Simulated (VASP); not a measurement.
Crystal: ZrC.

```xyz
4
Lattice="3.4580 0.0000 0.0000 -1.7290 2.9947 0.0000 0.0000 0.0000 5.3938" Properties=species:S:1:pos:R:3 pbc="T T T"
Zr    1.7290    0.9982    4.0454
Zr    0.0000    1.9965    1.3485
C     0.0000    0.0000    2.6969
C     0.0000    0.0000    0.0000
```

Base run:

```yaml
Program: VASP 6.6.1
Functional: LDA
Potentials_or_basis: VASP PAW LDA potentials, release 64 (Zr_sv, C)
Cutoff: 520 eV
k_mesh: 9 × 9 × 5
Occupations: fermi-dirac, width 0.05 eV
Spin: no spin polarisation
```

Its results: band gap on the k mesh zero (band 16 reaches 9.80 eV, above the bottom of band 17 at 8.88 eV); pressure -21.3 GPa.

**Question.** The run is repeated on the same cell with these changes: functional from LDA to PBE; potentials or basis from VASP PAW LDA potentials, release 64 (Zr_sv, C) to VASP PAW PBE potentials, release 64 (Zr_sv, C). What comes out?

**Answer.** Band gap on the k mesh zero (band 16 reaches 10.03 eV, above the bottom of band 17 at 9.08 eV); pressure -12.9 GPa.
